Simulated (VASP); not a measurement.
Wanted: the native input for a VASP 6.6.1 run.

* Task: single point
* Functional: PBE
* Potentials or basis: VASP PAW PBE potentials, release 64 (Ni, Al)
* Cutoff: 520 eV
* k mesh: 15 × 15 × 13
* Occupations: fermi-dirac, width 0.08 eV
* Spin: no spin polarisation
* Dipole correction: no
* Further INCAR settings: ALGO = Normal; EDIFF = 1e-06; NBANDS = 14

The structure of AlNi (WC type) lies in POSCAR:

```
AlNi
1.0
    2.5332298721      0.0000000000      0.0000000000
   -1.2666149361      2.1938414229      0.0000000000
    0.0000000000      0.0000000000      3.6241874412
Ni Al
1 1
Direct
    0.0000000000      0.0000000000      0.0000000000
    0.3333333333      0.6666666667      0.5000000000
```

These files were run (other wordings do the same):

INCAR

```
PREC = Accurate ; ENCUT = 520
EDIFF = 1E-6 ; ISMEAR = -1
SIGMA = 0.08 ; LREAL = False
LASPH = True ; NELM = 80
ALGO = Normal ; ISIF = 2
LWAVE = False ; LCHARG = False
GGA = PE ; NBANDS = 14
```

KPOINTS

```
Automatic mesh
0
Gamma
  15 15 13
```

Potentials or basis: VASP PAW PBE potentials, release 64 (Ni, Al).

Launch:

```sh
$ cat potpaw_PBE.64/Ni/POTCAR potpaw_PBE.64/Al/POTCAR > POTCAR
$ mpirun -np 1 vasp_std > vasp.out
```

Results of the run:

```json
{
  "Pressure": "51.6 GPa"
}
```

Wall time 29 s on 1 thread of Intel Xeon 6975P-C, with other jobs on the host, peak memory 0.17 GiB.
